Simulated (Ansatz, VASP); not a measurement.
# One calculation of AlN, two programs

POSCAR

```
AlN
1.0
    2.9824260097      0.0000000000      0.0000000000
   -1.4912130049      2.5828566893      0.0000000000
    0.0000000000      0.0000000000      4.7794478898
Al N
2 2
Direct
    0.3333333333      0.6666666667     -0.0036428645
    0.6666666667      0.3333333333      0.4963571355
    0.3333333333      0.6666666667      0.3786428645
    0.6666666667      0.3333333333      0.8786428645
```

Contents of INCAR.step1:

```
PREC     = Accurate       # precision mode
ENCUT    = 520            # plane-wave cutoff, eV
EDIFF    = 1E-5           # SCF threshold, eV
ISMEAR   = 0              # smearing method
SIGMA    = 0.01           # smearing width, eV
LREAL    = False          # projectors in reciprocal space
LASPH    = True           # aspherical terms in the spheres
NELM     = 100            # most SCF steps
ALGO     = Normal         # electronic algorithm
ISIF     = 2              # what is computed and relaxed
LWAVE    = True           # write WAVECAR
LCHARG   = False          # write CHGCAR
GGA      = PE             # functional
NBANDS   = 16             # bands
```

File INCAR.step2:

```
PREC     = Accurate       # precision mode
ENCUT    = 520            # plane-wave cutoff, eV
EDIFF    = 1E-7           # SCF threshold, eV
ISMEAR   = 0              # smearing method
SIGMA    = 0.01           # smearing width, eV
LREAL    = False          # projectors in reciprocal space
LASPH    = True           # aspherical terms in the spheres
NELM     = 100            # most SCF steps
ALGO     = Normal         # electronic algorithm
ISIF     = 2              # what is computed and relaxed
LWAVE    = False          # write WAVECAR
LCHARG   = False          # write CHGCAR
GGA      = PE             # functional
LHFCALC  = True           # exact exchange
HFSCREEN = 0.2079         # screening, 1/A
PRECFOCK = Normal       
ISTART   = 1            
NBANDS   = 16             # bands
```

Contents of KPOINTS:

```
Automatic mesh
0
Gamma
  6 6 4
```

Input for Ansatz:

```yaml
crystal:
  lattice:
    - [2.9824260097, 0.0, 0.0]
    - [-1.4912130049, 2.5828566893, 0.0]
    - [0.0, 0.0, 4.7794478898]
  atoms:
    - { symbol: Al, position: [0.3333333333, 0.6666666667, -0.0036428645] }
    - { symbol: Al, position: [0.6666666667, 0.3333333333, 0.4963571355] }
    - { symbol: "N", position: [0.3333333333, 0.6666666667, 0.3786428645] }
    - { symbol: "N", position: [0.6666666667, 0.3333333333, 0.8786428645] }
kpoints:
  mp_grid: { grid: [6, 6, 4] }
  band_path:
    path:
      - [0.0, 0.0, 0.0]
      - [0.5, 0.0, 0.0]
      - [0.3333333333, 0.3333333333, 0.0]
      - [0.0, 0.0, 0.5]
      - [0.5, 0.0, 0.5]
      - [0.3333333333, 0.3333333333, 0.5]
    npoints: 1
hamiltonian:
  xc: hse06
scf:
  occupations: { method: fixed }
  n_extra_bands: 5
output:
  forces: true
  stress: true
  eigenvalues: true
```

Change from the starting cell: hydrostatic strain -4.0%.

Alike in both runs: task single point; functional HSE06; k mesh 6 × 6 × 4; no spin polarisation.

|  | VASP | Ansatz |
| --- | --- | --- |
| version | VASP 6.6.1 | Ansatz 0.2.0 |
| potentials or method | VASP PAW PBE potentials, release 64 (Al, N) | plane waves, PAW |
| plane-wave cutoff (eV) | 520 | 420 |
| occupations | gaussian, width 0.01 eV | fixed |
| valence electrons in the cell | 16 | 16 |

|  | VASP | Ansatz | Ansatz less VASP |
| --- | --- | --- | --- |
| gap on the k mesh at the Fermi level (eV) | 6.43 | 6.43 | +0.001 |
| pressure (GPa) | 31.9 | 31.9 | -0.09 |
| traceless stress, the component that is largest in VASP (GPa) | -2.22 | -2.32 | -0.104 |
| rms of the force components (eV/Å) | 0.003 | 0.005 | +0.0021 |

Atom by atom the forces differ by 0.002 eV/Å (rms over components). Both programs put the cell under a high pressure, so it lies far from rest at this level. Ansatz's warnings: stress exchange threshold loose, stress scf threshold loose.
